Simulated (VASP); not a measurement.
The system is CuO.

```
CELL_PARAMETERS angstrom
2.03002 -2.19579 0.00000
2.03002 2.19579 0.00000
0.00000 0.00000 5.25705
ATOMIC_POSITIONS crystal
Cu 0.50000 0.00000 0.00000
Cu 0.00000 0.50000 0.50000
O 0.50000 0.50000 0.25000
O 0.50000 0.50000 0.75000
```

Base run:

| Property | Result |
| --- | --- |
| Program | VASP 6.6.1 |
| Functional | RPBE |
| Potentials or basis | VASP PAW PBE potentials, release 64 (Cu, O) |
| Cutoff | 520 eV |
| k mesh | 9 × 9 × 5 |
| Occupations | fermi-dirac, width 0.05 eV |
| Spin | no spin polarisation |

Its results: band gap on the k mesh zero (bands 17 and 18 overlap by 0.80 eV); pressure -1.3 GPa.

Q: The run is repeated on the same cell with these changes: functional from RPBE to PBEsol. What comes out?

A: Band gap on the k mesh zero (bands 17 and 18 overlap by 0.82 eV); pressure -12.9 GPa.

PBEsol binds more tightly than RPBE, so the same cell stands under less pressure.

Caveats: the PAW data sets were made with another functional, which shifts forces and pressure a little; semilocal functionals often make such compounds metallic where correlation or magnetic order opens a gap, which also shifts bond lengths; the cell stands under tension (at least some runs).
